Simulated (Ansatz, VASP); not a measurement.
GaSb: VASP beside Ansatz

```
CELL_PARAMETERS angstrom
0.00000 3.11380 3.11380
3.11380 0.00000 3.11380
3.11380 3.11380 0.00000
ATOMIC_POSITIONS crystal
Ga 0.00000 0.00000 0.00000
Sb 0.25000 0.25000 0.25000
```

Alike in both runs: functional PBE; k mesh 5 × 5 × 5; no spin polarisation.

Ansatz relaxed the structure, and its values are those at the end. VASP's run is a single point on that final structure, the one shown.

|  | VASP | Ansatz |
| --- | --- | --- |
| version | VASP 6.6.1 | Ansatz 0.2.0 |
| potentials or method | VASP PAW PBE potentials, release 64 (Ga_d, Sb), cutoff 520 eV | PAW plane waves |
| occupations | fermi-dirac, width 0.1 eV | fermi-dirac |
| valence electrons in the cell | 18 | 28 |

```csv
,VASP,Ansatz,Ansatz less VASP
gap on the k mesh at the Fermi level (eV),none,none,-
pressure (GPa),0.0,0.0,-0.07
```

A gap of «none» marks a metal or a gap that the smearing closes. VASP's potentials hold 18 valence electrons a cell and Ansatz's 28, so a difference there can come from the potentials and not from the codes.

Spin-orbit coupling is off throughout.
